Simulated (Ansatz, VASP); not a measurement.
## Two plane-wave programs on Fe

POSCAR

```
Fe
1.0
    2.4517979394      0.0000000000      0.0000000000
   -1.2258989697      2.1233193005      0.0000000000
    0.0000000000      0.0000000000      2.2908986996
Fe
1
Direct
    0.0000000000      0.0000000000      0.0000000000
```

Contents of INCAR.step1:

```
SYSTEM = Fe
PREC = Accurate ; ENCUT = 520
ISMEAR = 0 ; SIGMA = 0.1
LREAL = .False. ; LASPH = .True.
NELM = 150 ; ISPIN = 2
MAGMOM = 4 ; LMAXMIX = 4
NBANDS = 14 ; GGA = PE
ALGO = Normal ; EDIFF = 1E-4
LWAVE = .True. ; LCHARG = .False.
```

INCAR.step2

```
SYSTEM = Fe
PREC = Accurate ; ENCUT = 520
EDIFF = 1E-7 ; ISMEAR = 0
SIGMA = 0.1 ; LREAL = .False.
LASPH = .True. ; NELM = 150
ALGO = Normal ; ISIF = 2
LWAVE = .False. ; LCHARG = .False.
ISPIN = 2 ; MAGMOM = 4
LORBIT = 11 ; LMAXMIX = 4
METAGGA = R2SCAN ; LMIXTAU = .True.
NBANDS = 14 ; ISTART = 1
```

KPOINTS

```
regular mesh
0
Gamma
  9 9 8
  0 0 0
```

Input for Ansatz:

```yaml
crystal:
  lattice:
    - [2.4517979394, 0.0, 0.0]
    - [-1.2258989697, 2.1233193005, 0.0]
    - [0.0, 0.0, 2.2908986996]
  atoms:
    - { symbol: Fe, position: [0.0, 0.0, 0.0], spin: 4.0 }
basis:
  ecutwfc: 500
kpoints:
  mp_grid: { grid: [9, 9, 8] }
hamiltonian:
  xc: r2scan
scf:
  occupations: { method: gaussian, width: 0.1 }
  lower_state_search: "off"
output:
  forces: true
  stress: true
  eigenvalues: true
  populations: true
magnetization:
  spin_polarized: true
```

Alike in both runs: task single point; functional r2SCAN; k mesh 9 × 9 × 8; occupations gaussian, width 0.1 eV; collinear spin.

|  | VASP | Ansatz |
| --- | --- | --- |
| version | VASP 6.6.1 | Ansatz 0.2.0 |
| potentials or method | VASP PAW PBE potentials, release 64 (Fe), cutoff 520 eV | scalar-relativistic, plane waves, PAW |
| valence electrons in the cell | 8 | 16 |

|  | VASP | Ansatz | Ansatz less VASP |
| --- | --- | --- | --- |
| gap on the k mesh at the Fermi level (eV) | none | none | - |
| pressure (GPa) | 13.9 | 14.1 | +0.13 |
| traceless stress, the component that is largest in VASP (GPa) | 7.71 | 8.12 | +0.407 |
| net moment per atom (μB) | 2.67 | 2.67 | -0.005 |
| size of the moment on the site where the two differ most (μB) | 2.71 | 2.71 | +0.001 |

VASP's potentials were made for PBE, not for r2SCAN. Site moments also hang on the region over which each program counts them. A gap of «none» marks a metal or a gap that the smearing closes. VASP's potentials hold 8 valence electrons a cell and Ansatz's 16, so a difference there can come from the potentials and not from the codes. Ansatz's warnings: stability check not made.
